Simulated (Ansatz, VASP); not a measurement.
**Co in VASP and in Ansatz**

```xyz
4
Lattice="2.4706 0.0000 0.0000 -1.2353 2.1396 0.0000 0.0000 0.0000 8.0882" Properties=species:S:1:pos:R:3 pbc="T T T"
Co    1.2353    0.7132    6.0662
Co    0.0000    0.0000    4.0441
Co    0.0000    1.4264    2.0221
Co    0.0000    0.0000    0.0000
```

Alike in both runs: task single point; functional PBE; k mesh 12 × 12 × 4; occupations gaussian, width 0.011 eV; collinear spin.

```csv
,VASP,Ansatz
version,VASP 6.6.1,Ansatz 0.2.0
potentials or method,"VASP PAW PBE potentials, release 64 (Co)",Ansatz PAW
plane-wave cutoff (eV),520,420
valence electrons in the cell,36,68
```

```csv
,VASP,Ansatz,Ansatz less VASP
gap on the k mesh at the Fermi level (eV),none,none,-
pressure (GPa),3.8,4.7,+0.84
"traceless stress, the component that is largest in VASP (GPa)",-2.90,-3.15,-0.253
net moment per atom (μB),1.65,1.65,+0.008
size of the moment on the site where the two differ most (μB),1.67,1.74,+0.064
```

Site moments also hang on the region over which each program counts them. A gap of «none» marks a metal or a gap that the smearing closes. VASP's potentials hold 36 valence electrons a cell and Ansatz's 68, so a difference there can come from the potentials and not from the codes.
